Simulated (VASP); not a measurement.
Set up this calculation in VASP 6.6.1, as the native input.

```
Task                   : single point
Functional             : PBE
Potentials or basis    : VASP PAW PBE potentials, release 64 (S, Ba_sv, Te)
Cutoff                 : 520 eV
k mesh                 : 6 × 6 × 4
Occupations            : fermi-dirac, width 0.02 eV
Spin                   : no spin polarisation
Dipole correction      : no
Further INCAR settings : ALGO = Normal; EDIFF = 1e-07; NBANDS = 24
```

The structure of Ba2TeS lies in POSCAR:

```
Ba2TeS
1.0
    4.7562519867      0.0000000000      0.0000000000
    0.0000000000      4.7562519867      0.0000000000
    0.0000000000      0.0000000000      6.7839702396
S Ba Te
1 2 1
Direct
    0.0000000000      0.0000000000      0.0000000000
    0.0000000000      0.0000000000      0.5000000000
    0.5000000000      0.5000000000      0.0000000000
    0.5000000000      0.5000000000      0.5000000000
```

This cell differs from its parent crystal: biaxial xy strain -0.8%.

The input as run:

INCAR

```
ALGO = Normal
EDIFF = 1E-7
ENCUT = 520
GGA = PE
ISIF = 2
ISMEAR = -1
LASPH = T
LCHARG = F
LREAL = F
LWAVE = F
NBANDS = 24
NELM = 80
PREC = Accurate
SIGMA = 0.02
```

KPOINTS

```
k-points
0
Gamma
  6 6 4
```

Potentials or basis: VASP PAW PBE potentials, release 64 (S, Ba_sv, Te).

Run with:

```bash
$ cat potpaw_PBE.64/S/POTCAR potpaw_PBE.64/Ba_sv/POTCAR potpaw_PBE.64/Te/POTCAR > POTCAR
$ mpirun -np 1 vasp_std > vasp.out
```

It gave:

```
Pressure               : 1.0 GPa
Band gap on the k mesh : 1.66 eV
```

Caveat: the cell differs from its parent crystal (biaxial xy strain -0.8%); spin-orbit coupling is left out, which moves the levels of the heavy elements.

Run time: 2.2 min on 1 thread of AMD EPYC 7R43 64-Core Processor (Zen 3), with other jobs on the host, peak memory 0.27 GiB.
